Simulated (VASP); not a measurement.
Write the native input for VASP 6.6.1 that does the following.

```
Task                   : single point
Functional             : r2SCAN
Potentials or basis    : VASP PAW PBE potentials, release 64 (Ti_sv, B)
Cutoff                 : 520 eV
k mesh                 : 10 × 10 × 8
Occupations            : fermi-dirac, width 0.05 eV
Spin                   : no spin polarisation
Dipole correction      : no
Further INCAR settings : ALGO = Normal; EDIFF = 1e-07; NBANDS = 16
```

Crystal: TiB2.

```
Ti B
1.0
     2.96736    0.00000    0.00000
    -1.48368    2.56981    0.00000
     0.00000    0.00000    3.16250
Ti B
1 2
Cartesian
  0.0000 0.0000 0.0000
  1.4837 0.8566 1.5812
  0.0000 1.7132 1.5812
```

These files were run (other wordings do the same):

POSCAR

```
TiB2
1.0
    2.9673622405      0.0000000000      0.0000000000
   -1.4836811203      2.5698110825      0.0000000000
    0.0000000000      0.0000000000      3.1624957934
Ti B
1 2
Direct
    0.0000000000      0.0000000000      0.0000000000
    0.6666666667      0.3333333333      0.5000000000
    0.3333333333      0.6666666667      0.5000000000
```

INCAR.step1

```
PREC = Accurate
ENCUT = 520
ISMEAR = -1
SIGMA = 0.05
LREAL = F
LASPH = T
NELM = 80
NBANDS = 16
GGA = PE
ALGO = Normal
EDIFF = 1E-4
LWAVE = T
LCHARG = F
```

INCAR.step2

```
PREC = Accurate
ENCUT = 520
EDIFF = 1E-7
ISMEAR = -1
SIGMA = 0.05
LREAL = F
LASPH = T
NELM = 80
ALGO = Normal
ISIF = 2
LWAVE = F
LCHARG = T
METAGGA = R2SCAN
LMIXTAU = T
LELF = T
LVHAR = T
NBANDS = 16
ISTART = 1
```

KPOINTS

```
Automatic mesh
0
Gamma
  10 10 8
```

Potentials or basis: VASP PAW PBE potentials, release 64 (Ti_sv, B).

Run with:

```sh
$ cat potpaw_PBE.64/Ti_sv/POTCAR potpaw_PBE.64/B/POTCAR > POTCAR
$ cp INCAR.step1 INCAR
$ mpirun -np 1 vasp_std > vasp.out
$ cp INCAR.step2 INCAR
$ mpirun -np 1 vasp_std > vasp.out
```

Results of the run:

The pressure is 17.9 GPa and the band gap on the k mesh is zero (band 9 reaches 11.32 eV, above the bottom of band 10 at 10.61 eV).

Caveat: the PAW data sets were made with another functional, which shifts forces and pressure a little.

Wall time 60 s on 1 thread of Intel(R) Xeon(R) Platinum 8488C (Sapphire Rapids), with other jobs on the host, peak memory 0.16 GiB.
